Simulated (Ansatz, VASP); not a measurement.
**Two plane-wave programs on GdN**

INCAR

```
SYSTEM = GdN
PREC = Accurate
ENCUT = 520
EDIFF = 1E-7
ISMEAR = 0
SIGMA = 0.05
LREAL = .FALSE.
LASPH = .TRUE.
NELM = 150
ALGO = Normal
ISIF = 2
LWAVE = .FALSE.
LCHARG = .TRUE.
MAGMOM = 4.041 4.041 4.041 0 0 0
LORBIT = 11
LSORBIT = .TRUE.
GGA_COMPAT = .FALSE.
LORBMOM = .TRUE.
LMAXMIX = 6
LDAU = .TRUE.
LDAUTYPE = 2
LDAUL = 3 -1
LDAUU = 2 0
LDAUJ = 0 0
LDAUPRINT = 1
GGA = CA
LVHAR = .TRUE.
NBANDS = 35
```

File KPOINTS:

```
regular mesh
0
G
  7 7 7
  0 0 0
```

POSCAR

```
GdN
1.0
    0.0000000000      2.4994985700      2.4994985700
    2.4994985700      0.0000000000      2.4994985700
    2.4994985700      2.4994985700      0.0000000000
Gd N
1 1
Direct
    0.5000000000      0.5000000000      0.5000000000
    0.0000000000      0.0000000000      0.0000000000
```

Input for Ansatz:

```yaml
crystal:
  lattice:
    - [0.0, 2.49949857, 2.49949857]
    - [2.49949857, 0.0, 2.49949857]
    - [2.49949857, 2.49949857, 0.0]
  atoms:
    - { symbol: Gd, position: [0.5, 0.5, 0.5], spin: 7.0, spin_axis: [0.57735, 0.57735, 0.57735] }
    - { symbol: "N", position: [0.0, 0.0, 0.0] }
basis:
  ecutwfc: 420
  ecutrho_ratio: 4
kpoints:
  mp_grid: { grid: [7, 7, 7] }
hamiltonian:
  xc: lda
  hubbard: { sites: [{ site: 0, l: f, u_eff: 2.0 }] }
scf:
  occupations: { method: gaussian, width: 0.05 }
  lower_state_search: "off"
  max_iter: 150
output:
  forces: true
  stress: true
  eigenvalues: true
  populations: true
  hubbard: { sites: [{ site: 0, l: f }] }
magnetization:
  noncollinear: true
  spin_orbit: true
```

Alike in both runs: task single point; functional LDA; k mesh 7 × 7 × 7; occupations gaussian, width 0.05 eV; non-collinear spin, spin-orbit coupling; Hubbard terms Gd f U = 2.0 eV.

|  | VASP | Ansatz |
| --- | --- | --- |
| version | VASP 6.6.1 | Ansatz 0.2.0 |
| potentials or method | VASP PAW PBE potentials, release 64 (Gd, N), cutoff 520 eV | plane waves, PAW |
| valence electrons in the cell | 23 | 23 |

Ansatz gave:

```
pressure (GPa)           : -10.1
net moment per atom (μB) : 3.47
```

Problem. Which values does VASP return?

Solution. Pressure (GPa): -9.3; net moment per atom (μB): 3.47.

VASP's potentials were made for PBE, not for LDA. LDA's correlation is that of Perdew and Zunger in VASP and of Perdew and Wang (1992) in Ansatz. The programs project onto different local orbitals, so the same U acts differently, and such runs can settle in different states. Ansatz's warnings: filled band counts differ across k points, stress scf threshold loose.
